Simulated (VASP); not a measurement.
Write the native input for VASP 6.6.1 that does the following.

```yaml
Task: single point
Functional: r2SCAN
Potentials_or_basis: VASP PAW PBE potentials, release 64 (Cu, Ir, S)
Cutoff: 660 eV
k_mesh: 6 × 6 × 6
Occupations: gaussian, width 0.05 eV
Spin: collinear spin, zero start
Starting_moments: "[0.0, 0.0, 0.0, 0.0] μB"
Dipole_correction: no
Further_INCAR_settings: ALGO = Normal; EDIFF = 1e-06; NBANDS = 28
```

The system is CuIrS2.

```xyz
4
Lattice="1.8159 1.0484 6.5922 -1.8159 1.0484 6.5922 0.0000 -2.0968 6.5922" Properties=species:S:1:pos:R:3 pbc="T T T"
Cu    0.0000    0.0000    9.8883
Ir    0.0000    0.0000    0.0000
S     0.0000    0.0000    5.2744
S     0.0000    0.0000   14.5023
```

The input as run:

POSCAR

```
CuIrS2
1.0
    1.8158509200      1.0483820200      6.5922317600
   -1.8158509200      1.0483820200      6.5922317600
    0.0000000000     -2.0967640300      6.5922317600
Cu Ir S
1 1 2
Direct
    0.5000000000      0.5000000000      0.5000000000
    0.0000000000      0.0000000000      0.0000000000
    0.2667000000      0.2667000000      0.2667000000
    0.7333000000      0.7333000000      0.7333000000
```

INCAR.step1

```
ALGO = Normal
EDIFF = 1E-5
ENCUT = 660
GGA = PE
GGA_COMPAT = F
ISMEAR = 0
ISPIN = 2
LASPH = T
LCHARG = F
LMAXMIX = 4
LREAL = F
LWAVE = T
MAGMOM = 0 0 0 0
NBANDS = 28
NELM = 200
PREC = Accurate
SIGMA = 0.05
```

INCAR.step2

```
ALGO = Normal
EDIFF = 1E-6
ENCUT = 660
GGA_COMPAT = F
ISIF = 2
ISMEAR = 0
ISPIN = 2
ISTART = 1
LASPH = T
LCHARG = F
LMAXMIX = 4
LMIXTAU = T
LORBIT = 11
LREAL = F
LWAVE = F
MAGMOM = 0 0 0 0
METAGGA = R2SCAN
NBANDS = 28
NELM = 200
PREC = Accurate
SIGMA = 0.05
```

KPOINTS

```
k-points
0
Gamma
  6 6 6
```

Potentials or basis: VASP PAW PBE potentials, release 64 (Cu, Ir, S).

Command:

```console
$ cat potpaw_PBE.64/Cu/POTCAR potpaw_PBE.64/Ir/POTCAR potpaw_PBE.64/S/POTCAR > POTCAR
$ cp INCAR.step1 INCAR
$ mpirun -np 1 vasp_std > vasp.out
$ cp INCAR.step2 INCAR
$ mpirun -np 1 vasp_std > vasp.out
```

It gave:

```json
{
 "Pressure": "-14.0 GPa",
 "Largest force": "0.553 eV/Å",
 "Band gap on the k mesh": "0.77 eV (least direct gap 0.86 eV)",
 "Net moment": "0.00 μB per cell",
 "Valence electrons inside the program's atomic spheres": "Cu 9.70; Ir 8.09; S 3.62"
}
```

Caveat: the cell stands under tension; the PAW data sets were made with another functional, which shifts forces and pressure a little; spin-orbit coupling is left out, which moves the levels of the heavy elements.

Wall time 81 min on 1 thread of Intel Xeon 8259CL, on a shared host, peak memory 0.87 GiB.
